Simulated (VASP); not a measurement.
Here is a VASP 6.6.1 calculation.

The input INCAR:

```
ALGO = Normal ; EDIFF = 1E-6
ENCUT = 520 ; GGA = PE
ISIF = 2 ; ISMEAR = 0
IVDW = 12 ; LASPH = True
LCHARG = True ; LELF = True
LREAL = False ; LVHAR = True
LWAVE = False ; NBANDS = 20
NELM = 100 ; PREC = Accurate
SIGMA = 0.02
```

Contents of KPOINTS:

```
k-points
0
Gamma
  9 9 4
```

The input POSCAR:

```
WSe2
1.0
    3.2789854852      0.0000000000      0.0000000000
   -1.6394927426      2.8396847288      0.0000000000
    0.0000000000      0.0000000000      7.0056186752
W Se
1 2
Direct
    0.0000000000      0.0000000000      0.0000000000
    0.3333333333      0.6666666667      0.2405528524
    0.3333333333      0.6666666667      0.7594471476
```

Potentials or basis: VASP PAW PBE potentials, release 64 (W_sv, Se).

The run is started by

```sh
$ cat potpaw_PBE.64/W_sv/POTCAR potpaw_PBE.64/Se/POTCAR > POTCAR
$ mpirun -np 1 vasp_std > vasp.out
```

Q: Predict the pressure.

A: 0.3 GPa.

Q: Predict the largest force.

A: 0.048 eV/Å.

Forces on the atoms (eV/Å):
```
W    0.000  0.000  0.000
Se   0.000  0.000  0.048
Se   0.000  0.000 -0.048
```
